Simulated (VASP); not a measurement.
# BeTl3 (Pm-3m) in VASP: a series of runs, part 2 of 3

VASP 6.6.1. The steps go on from the part before.

## (3) Relaxation of cell and atoms, PBE

This run uses another cell than the first one, of 23.18 Å³/atom.

Contents of INCAR:

```
SYSTEM = BeTl3
PREC = Accurate
ENCUT = 600
EDIFF = 1E-6
ISMEAR = 0
SIGMA = 0.1
LREAL = .False.
LASPH = .True.
NELM = 60
ALGO = Normal
ISIF = 3
LWAVE = .False.
LCHARG = .False.
GGA = PE
IBRION = 2
NSW = 90
EDIFFG = -0.04
```

Contents of KPOINTS:

```
regular mesh
0
Gamma
  4 4 4
  0 0 0
```

Contents of POSCAR:

```
BeTl3
1.0
    4.5258123046      0.0000000000      0.0000000000
    0.0000000000      4.5258123046      0.0000000000
    0.0000000000      0.0000000000      4.5258123046
Be Tl
1 3
Direct
    0.0000000000      0.0000000000      0.0000000000
    0.0000000000      0.5000000000      0.5000000000
    0.5000000000      0.0000000000      0.5000000000
    0.5000000000      0.5000000000      0.0000000000
```

Potentials or basis: VASP PAW PBE potentials, release 64 (Be, Tl_d).

On the command line:

```
$ cat potpaw_PBE.64/Be/POTCAR potpaw_PBE.64/Tl_d/POTCAR > POTCAR
$ mpirun -np 1 vasp_std > vasp.out
```

OUTCAR:

```text
SYSTEM = BeTl3
   PREC = Accurate
   ENCUT = 600
   EDIFF = 1E-6
   ISMEAR = 0
   LREAL = .False.
   LASPH = .True.
   NELM = 60
   ISIF = 3
   GGA = PE
   IBRION = 2
   NSW = 90
   EDIFFG = -0.04

 ion  position               nearest neighbor table
   1  0.000  0.000  0.000-   2 3.20   3 3.20   4 3.20   2 3.20   3 3.20   2 3.20   4 3.20   2 3.20
                             3 3.20   4 3.20   3 3.20   4 3.20
   2  0.000  0.500  0.500-   1 3.20   3 3.20   4 3.20   1 3.20   4 3.20   1 3.20   3 3.20   1 3.20
                             3 3.20   4 3.20   4 3.20   3 3.20
   3  0.500  0.000  0.500-   1 3.20   2 3.20   4 3.20   1 3.20   4 3.20   2 3.20   4 3.20   4 3.20
                             1 3.20   2 3.20   1 3.20   2 3.20
   4  0.500  0.500  0.000-   1 3.20   2 3.20   3 3.20   2 3.20   3 3.20   1 3.20   3 3.20   3 3.20
                             1 3.20   2 3.20   2 3.20   1 3.20

  LATTYP: Found a simple cubic cell.
 ALAT       =     4.5258123046

  Lattice vectors:

 A1 = (   4.5258123046,   0.0000000000,   0.0000000000)
 A2 = (   0.0000000000,   4.5258123046,   0.0000000000)
 A3 = (   0.0000000000,   0.0000000000,   4.5258123046)

Analysis of symmetry for initial positions (statically):
=====================================================================
 Subroutine PRICEL returns:
 Original cell was already a primitive cell.

 Routine SETGRP: Setting up the symmetry group for a
 simple cubic supercell.

 Subroutine GETGRP returns: Found 48 space group operations
 (whereof 48 operations were pure point group operations)
 out of a pool of 48 trial point group operations.

The static configuration has the point symmetry O_h .

Analysis of symmetry for dynamics (positions and initial velocities):
=====================================================================
 Subroutine PRICEL returns:
 Original cell was already a primitive cell.

 Routine SETGRP: Setting up the symmetry group for a
 simple cubic supercell.

 Subroutine GETGRP returns: Found 48 space group operations
 (whereof 48 operations were pure point group operations)
 out of a pool of 48 trial point group operations.

The dynamic configuration has the point symmetry O_h .

 Subroutine INISYM returns: Found 48 space group operations
 (whereof 48 operations are pure point group operations),
 and found     1 'primitive' translations

----------------------------------------------------------------------------------------

                                     Primitive cell

  volume of cell :      92.7021

  direct lattice vectors                    reciprocal lattice vectors
     4.525812305  0.000000000  0.000000000     0.220954810  0.000000000  0.000000000
     0.000000000  4.525812305  0.000000000     0.000000000  0.220954810  0.000000000
     0.000000000  0.000000000  4.525812305     0.000000000  0.000000000  0.220954810

  length of vectors
     4.525812305  4.525812305  4.525812305     0.220954810  0.220954810  0.220954810
[... 117 lines left out ...]
  free energy    TOTEN  =        -8.10760209 eV

  energy without entropy =       -8.10114908  energy(sigma->0) =       -8.10437559

 E-fermi :   7.1318     XC(G=0): -10.3756

 val. band max:        7.0117246223   @ k =   0.0000   0.0000   0.0000
 cond. band min:       7.2215957597   @ k =   0.2500   0.2500   0.2500
 fundamental gap:      0.2098711375
 Fermi energy:         7.1317780660

 k-point     1 :       0.0000    0.0000    0.0000
  band No.  band energies     occupation
      1      -5.5379      2.00000
      2      -5.3649      2.00000
      3      -5.3649      2.00000
      4      -5.3649      2.00000
      5      -4.9944      2.00000
      6      -4.9944      2.00000
[... 259 lines left out ...]
     23       5.5877      2.00000
     24      14.1307      0.00000

------------------------ aborting loop because EDIFF is reached ----------------------------------------

  FORCE on cell =-STRESS in cart. coord.  units (eV):
  Direction    XX          YY          ZZ          XY          YZ          ZX
  --------------------------------------------------------------------------------------
  -------------------------------------------------------------------------------------
  Total        3.3210208      3.3210208      3.3210208      0.0000000     -0.0000000      0.0000000
  in kB       57.3974444     57.3974444     57.3974444      0.0000000     -0.0000000      0.0000000
  external PRESSURE =      57.3974444 kB  Pullay stress =       0.0000000 kB

 VOLUME and BASIS-vectors are now :
 -----------------------------------------------------------------------------
  energy-cutoff  :      600.00
  volume of cell :       92.70
      direct lattice vectors                 reciprocal lattice vectors
     4.525812305  0.000000000  0.000000000     0.220954810  0.000000000  0.000000000
     0.000000000  4.525812305  0.000000000     0.000000000  0.220954810  0.000000000
     0.000000000  0.000000000  4.525812305     0.000000000  0.000000000  0.220954810

 POSITION                                       TOTAL-FORCE (eV/Angst)
 -----------------------------------------------------------------------------------
      0.00000      0.00000      0.00000         0.000000      0.000000      0.000000
      0.00000      2.26291      2.26291         0.000000      0.000000      0.000000
      2.26291      0.00000      2.26291         0.000000      0.000000      0.000000
      2.26291      2.26291      0.00000         0.000000      0.000000      0.000000
 -----------------------------------------------------------------------------------
    total drift:                                0.000000      0.000000      0.000000

  FREE ENERGIE OF THE ION-ELECTRON SYSTEM (eV)
  ---------------------------------------------------
  free  energy   TOTEN  =        -8.1076020938 eV

  energy  without entropy=       -8.1011490787  energy(sigma->0) =       -8.10437559

--------------------------------------- Ionic step        2  -------------------------------------------

 number of electron      40.9999987 magnetization

 Free energy of the ion-electron system (eV)
  ---------------------------------------------------
  ext. energy  EPLUGINS =         0.00000000
  ---------------------------------------------------
  free energy    TOTEN  =        -8.29789357 eV

  energy without entropy =       -8.29146580  energy(sigma->0) =       -8.29467968

 E-fermi :   5.8571     XC(G=0):  -9.8240

 val. band max:        5.7531456312   @ k =   0.5000   0.5000   0.2500
 cond. band min:       5.9225091980   @ k =   0.2500   0.2500   0.2500
 fundamental gap:      0.1693635668
 Fermi energy:         5.8571134667

 k-point     1 :       0.0000    0.0000    0.0000
  band No.  band energies     occupation
      1      -6.3568      2.00000
      2      -6.2625      2.00000
      3      -6.2625      2.00000
      4      -6.2625      2.00000
      5      -5.9593      2.00000
      6      -5.9593      2.00000
[... 259 lines left out ...]
     23       4.2991      2.00000
     24      12.3843      0.00000

------------------------ aborting loop because EDIFF is reached ----------------------------------------

  FORCE on cell =-STRESS in cart. coord.  units (eV):
  Direction    XX          YY          ZZ          XY          YZ          ZX
  --------------------------------------------------------------------------------------
  -------------------------------------------------------------------------------------
  Total        0.0926531      0.0926531      0.0926531     -0.0000000      0.0000000     -0.0000000
  in kB        1.4233557      1.4233557      1.4233557     -0.0000000      0.0000000     -0.0000000
  external PRESSURE =       1.4233557 kB  Pullay stress =       0.0000000 kB

 VOLUME and BASIS-vectors are now :
 -----------------------------------------------------------------------------
  energy-cutoff  :      600.00
  volume of cell :      104.29
      direct lattice vectors                 reciprocal lattice vectors
     4.707087896 -0.000000000  0.000000000     0.212445576  0.000000000 -0.000000000
     0.000000000  4.707087896  0.000000000     0.000000000  0.212445576  0.000000000
     0.000000000 -0.000000000  4.707087896    -0.000000000  0.000000000  0.212445576

 POSITION                                       TOTAL-FORCE (eV/Angst)
 -----------------------------------------------------------------------------------
      0.00000      0.00000      0.00000        -0.000000      0.000000      0.000000
      0.00000      2.35354      2.35354         0.000000     -0.000000      0.000000
      2.35354     -0.00000      2.35354         0.000000     -0.000000      0.000000
      2.35354      2.35354      0.00000        -0.000000      0.000000      0.000000
 -----------------------------------------------------------------------------------
    total drift:                                0.000000      0.000000      0.000000

  FREE ENERGIE OF THE ION-ELECTRON SYSTEM (eV)
  ---------------------------------------------------
  free  energy   TOTEN  =        -8.2978935655 eV

  energy  without entropy=       -8.2914657980  energy(sigma->0) =       -8.29467968

 reached required accuracy - stopping structural energy minimisation
```

OSZICAR:

```text
N       E                     dE             d eps       ncg     rms          rms(c)
DAV:   1     0.237096698012E+03    0.23710E+03   -0.23845E+04   480   0.178E+03
DAV:   2    -0.209106339599E+01   -0.23919E+03   -0.23600E+03   528   0.357E+02
DAV:   3    -0.822457754614E+01   -0.61335E+01   -0.60191E+01   560   0.506E+01
[... 15 lines left out ...]
DAV:   5    -0.829979676682E+01    0.52175E-02   -0.63400E-02   496   0.185E+00    0.307E-01
DAV:   6    -0.829787767779E+01    0.19191E-02   -0.64184E-03   544   0.565E-01    0.763E-02
DAV:   7    -0.829788992098E+01   -0.12243E-04   -0.80012E-05   520   0.653E-02    0.349E-02
DAV:   8    -0.829789401896E+01   -0.40980E-05   -0.47827E-05   544   0.470E-02    0.731E-03
DAV:   9    -0.829789356552E+01    0.45343E-06   -0.36535E-06   464   0.126E-02
   2 F= -.82978936E+01 E0= -.82946797E+01  d E =-.190291E+00
```

CONTCAR:

```text
BeTl3
   1.00000000000000
     4.7070878960418181   -0.0000000000000000    0.0000000000000000
     0.0000000000000000    4.7070878960418181    0.0000000000000000
     0.0000000000000000   -0.0000000000000000    4.7070878960418181
  Be              Tl
     1     3
Direct
     0.0000000000000000    0.0000000000000000    0.0000000000000000
     0.0000000000000000    0.5000000000000000    0.5000000000000000
     0.5000000000000000    0.0000000000000000    0.5000000000000000
     0.5000000000000000    0.5000000000000000    0.0000000000000000

  0.00000000E+00  0.00000000E+00  0.00000000E+00
  0.00000000E+00  0.00000000E+00  0.00000000E+00
  0.00000000E+00  0.00000000E+00  0.00000000E+00
  0.00000000E+00  0.00000000E+00  0.00000000E+00
```

Wall time 20 s (1 thread of AMD EPYC 9R45 (Zen 5), shared host); peak memory 0.19 GiB.

Results:

```
Free energy                           : -8.2979 eV
Relaxed volume                        : 26.07 Å³/atom
Relaxed cell                          : a = 4.707 Å, b = 4.707 Å, c = 4.707 Å, α = 90.00°, β = 90.00°, γ = 90.00°
Space group after relaxing (to 0.1 Å) : Pm-3m (No. 221)
Energy gained by relaxing             : 47.6 meV/atom
Ionic steps                           : 2
Pressure after relaxing               : 0.1 GPa
Band gap on the k mesh                : zero (an odd number of electrons rules out a gap without spin polarisation)
```

The path:
| step | energy change (eV) | largest force (eV/Å) | pressure (GPa) | volume (Å³) |
| --- | --- | --- | --- | --- |
| 1 | 0.0000 | 0.0000 | 5.74 | 92.70 |
| 2 | -0.1903 | 0.0000 | 0.14 | 104.29 |

Final structure:
```
Be Tl
1.0
     4.70709    0.00000    0.00000
     0.00000    4.70709    0.00000
     0.00000    0.00000    4.70709
Be Tl
1 3
Cartesian
  0.0000 0.0000 0.0000
  0.0000 2.3535 2.3535
  2.3535 0.0000 2.3535
  2.3535 2.3535 0.0000
```

Levels at points of the mesh, in eV from the Fermi level:
| k point | band 18 | band 19 | band 20 | band 21 | band 22 | band 23 | band 24 |
| --- | --- | --- | --- | --- | --- | --- | --- |
| (0.00, 0.00, 0.00) | -3.41 | -1.78 | -1.78 | -1.78 | -0.34 | 3.60 | 3.60 |
| (0.50, 0.00, 0.00) | -3.18 | -0.89 | 0.24 | 0.24 | 0.62 | 0.62 | 2.08 |
| (0.50, 0.50, 0.00) | -6.42 | -3.88 | 1.17 | 1.44 | 1.44 | 2.26 | 2.44 |
| (0.50, 0.50, 0.50) | -5.42 | -3.42 | -2.74 | -2.74 | -2.74 | -1.56 | 6.53 |

Caveat: spin-orbit coupling is left out, which moves the levels of the heavy elements.

(Part 2 of 3 ends here.)
